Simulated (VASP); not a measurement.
## KTaO3: single point with PBE

The system is KTaO3.

```
K Ta O
1.0
     3.53670    0.00000    0.00000
     0.00000    3.53670    0.00000
     0.00000    0.00000    7.27923
K Ta O
1 1 3
Cartesian
  0.0000 0.0000 3.6396
  1.7684 1.7684 0.0000
  1.7684 1.7684 3.6396
  1.7684 1.7684 5.4283
  1.7684 1.7684 1.8509
```

The cell was built from a structure type or drawn by symmetry, and may not be a known phase.

```json
{
 "Program": "VASP 6.6.1",
 "Task": "single point",
 "Functional": "PBE",
 "Potentials or basis": "VASP PAW PBE potentials, release 64 (K_sv, Ta_pv, O)",
 "Cutoff": "520 eV",
 "k mesh": "6 × 6 × 2",
 "Occupations": "gaussian, width 0.1 eV",
 "Spin": "no spin polarisation",
 "Dipole correction": "no",
 "Further INCAR settings": "ALGO = Normal; EDIFF = 1e-06; NBANDS = 27"
}
```

* Pressure: 0.2 GPa
* Largest force: 0.207 eV/Å
* Band gap on the k mesh: zero (bands 19 and 20 overlap by 0.45 eV)

Forces in eV/Å, atoms in the order of the input:
```
K    0.000  0.000  0.000
Ta   0.000  0.000  0.000
O    0.000  0.000  0.000
O    0.000  0.000 -0.207
O    0.000  0.000  0.207
```

Stress tensor (GPa, compression positive):
```
-0.04  0.00  0.00
 0.00 -0.04  0.00
 0.00  0.00  0.74
```

Levels at points of the mesh, in eV from the Fermi level:
| k point | band 15 | band 16 | band 17 | band 18 | band 19 | band 20 | band 21 | band 22 | band 23 | band 24 |
| --- | --- | --- | --- | --- | --- | --- | --- | --- | --- | --- |
| (0.00, 0.00, 0.00) | -2.94 | -2.36 | -2.36 | -0.56 | 0.04 | 0.04 | 2.46 | 3.67 | 4.27 | 4.27 |
| (0.50, 0.00, 0.00) | -2.85 | -2.64 | -1.17 | -0.90 | -0.25 | 1.40 | 2.64 | 3.48 | 3.73 | 3.74 |
| (0.50, 0.50, 0.00) | -2.89 | -2.89 | -0.67 | -0.18 | -0.18 | 3.25 | 3.56 | 3.56 | 3.77 | 4.94 |
| (0.00, 0.00, 0.50) | -1.85 | -1.85 | -0.79 | -0.56 | -0.39 | -0.39 | 2.21 | 2.46 | 4.48 | 4.48 |
| (0.50, 0.00, 0.50) | -1.75 | -1.36 | -1.19 | -0.86 | -0.73 | 1.39 | 2.14 | 2.55 | 3.74 | 3.82 |
| (0.50, 0.50, 0.50) | -2.62 | -0.68 | -0.65 | -0.56 | -0.56 | 2.11 | 3.25 | 3.90 | 3.90 | 5.11 |

Run time: 62 s on 1 thread of AMD EPYC 7R43 64-Core Processor (Zen 3) (shared host), peak memory 0.18 GiB.

Caveat: the k points lie up to 0.43 Å⁻¹ apart; spin-orbit coupling is left out, which moves the levels of the heavy elements.
